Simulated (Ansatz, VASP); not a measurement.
Li5Ge: VASP beside Ansatz

```
Li Ge
1.0
     4.28849    0.00000    0.00000
     0.00000    4.28849    0.00000
     0.00000    0.00000    5.99986
Li Ge
5 1
Direct
  0.00000 0.50000 0.23614
  0.50000 0.00000 0.23614
  0.00000 0.50000 0.76386
  0.50000 0.00000 0.76386
  0.50000 0.50000 0.50000
  0.00000 0.00000 0.50000
```

Alike in both runs: task relaxation of cell and atoms; functional PBE; k mesh 10 × 10 × 6; occupations gaussian, width 0.1 eV; no spin polarisation.

```csv
,VASP,Ansatz
version,VASP 6.6.1,Ansatz 0.2.0
potentials or method,"VASP PAW PBE potentials, release 64 (Li_sv, Ge_d), cutoff 600 eV","scalar-relativistic, plane waves, PAW"
valence electrons in the cell,29,29
```

Ansatz gave:

| Property | Result |
| --- | --- |
| gap on the k mesh at the Fermi level, each at its own relaxed structure (eV) | none |
| relaxed volume (Å³/atom) | 17.55 |
| relaxed cell length with the largest relative difference (Å) | 6.676 |

Which values does VASP return?

gap on the k mesh at the Fermi level, each at its own relaxed structure (eV): none; relaxed volume (Å³/atom): 17.41; relaxed cell length with the largest relative difference (Å): 6.630.

A gap of «none» marks a metal or a gap that the smearing closes.

Noted on VASP's run: the cutoff is short for stress, so the pressure is rough.
